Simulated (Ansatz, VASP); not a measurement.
AlC3 in VASP and in Ansatz

INCAR

```
SYSTEM = AlC3
  PREC = Accurate
  ENCUT = 520
  EDIFF = 1E-7
  ISMEAR = 0
  SIGMA = 0.1
  LREAL = .False.
  LASPH = .True.
  NELM = 60
  ALGO = Normal
  ISIF = 2
  LWAVE = .False.
  LCHARG = .False.
  GGA = CA
  NBANDS = 16
```

The input KPOINTS:

```
Automatic mesh
0
Gamma
  14 14 14
  0 0 0
```

File POSCAR:

```
AlC3
1.0
    3.0819857075      0.0000000000      0.0000000000
    0.0000000000      3.0819857075      0.0000000000
    0.0000000000      0.0000000000      3.0819857075
Al C
1 3
Direct
    0.0000000000      0.0000000000      0.0000000000
    0.0000000000      0.5000000000      0.5000000000
    0.5000000000      0.0000000000      0.5000000000
    0.5000000000      0.5000000000      0.0000000000
```

Input for Ansatz:

```yaml
crystal:
  lattice:
    - [3.0819857075, 0.0, 0.0]
    - [0.0, 3.0819857075, 0.0]
    - [0.0, 0.0, 3.0819857075]
  atoms:
    - { symbol: Al, position: [0.0, 0.0, 0.0] }
    - { symbol: C, position: [0.0, 0.5, 0.5] }
    - { symbol: C, position: [0.5, 0.0, 0.5] }
    - { symbol: C, position: [0.5, 0.5, 0.0] }
basis:
  ecutwfc: 420
kpoints:
  mp_grid: { grid: [14, 14, 14] }
hamiltonian:
  xc: lda
scf:
  occupations: { method: gaussian, width: 0.1 }
output:
  forces: true
  stress: true
  eigenvalues: true
```

Alike in both runs: task single point; functional LDA; k mesh 14 × 14 × 14; occupations gaussian, width 0.1 eV; no spin polarisation.

```csv
,VASP,Ansatz
version,VASP 6.6.1,Ansatz 0.2.0
potentials or method,"VASP PAW LDA potentials, release 64 (Al, C), cutoff 520 eV","scalar-relativistic, plane waves, PAW"
valence electrons in the cell,15,15
```

Ansatz gave:

- gap on the k mesh at the Fermi level (eV): none
- pressure (GPa): 13.8

Task: Estimate VASP's values.

Result: gap on the k mesh at the Fermi level (eV): none; pressure (GPa): 14.3.

LDA's correlation is that of Perdew and Zunger in VASP and of Perdew and Wang (1992) in Ansatz. A gap of «none» marks a metal or a gap that the smearing closes.
